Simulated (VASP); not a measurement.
Runs of VASP 6.6.1 on MgH2. The structure is that of space group Cmme (No. 67), or close to it. The cells are those of the table. 

```csv
task,cell,cutoff (eV),smearing,gap on the mesh (eV),pressure (GPa),relaxed volume (Å³/atom),largest force (eV/Å)
relaxation of cell and atoms,"relaxed from a = 6.832, b = 6.832, c = 6.111 Å, angles 90.0, 90.0, 118.9°, 12 atoms",600,gaussian 0.02 eV,2.69,0.0,20.80,0.01
single point,"a = 6.832, b = 6.832, c = 6.111 Å, angles 90.0, 90.0, 118.9°, 12 atoms",520,gaussian 0.1 eV,2.69,0.0,-,(a)
single point,"a = 5.857, b = 5.857, c = 5.488 Å, angles 90.0, 90.0, 120.7°, 12 atoms",520,gaussian 0.1 eV,(c),20.8,-,0.55
relaxation of cell and atoms,"relaxed from a = 5.857, b = 5.857, c = 5.488 Å, angles 90.0, 90.0, 120.7°, 12 atoms",600,gaussian 0.1 eV,2.74,0.0,20.65,0.04
single point,"a = 6.837, b = 6.837, c = 6.111 Å, angles 90.0, 90.0, 118.9°, 12 atoms",520,gaussian 0.02 eV,2.69,(b),-,-
```

Alike in all rows: level PBE; potentials or basis VASP PAW PBE potentials, release 64 (Mg, H); no spin polarisation; k mesh 4 × 4 × 4.

Q: Estimate the missing entries.

A: (a) 0.02; (b) -0.1; (c) 2.26.

Caveats: the volume moved by over 15 % at a fixed basis, so the end points are rough (some runs).

A k mesh can miss the band edges.
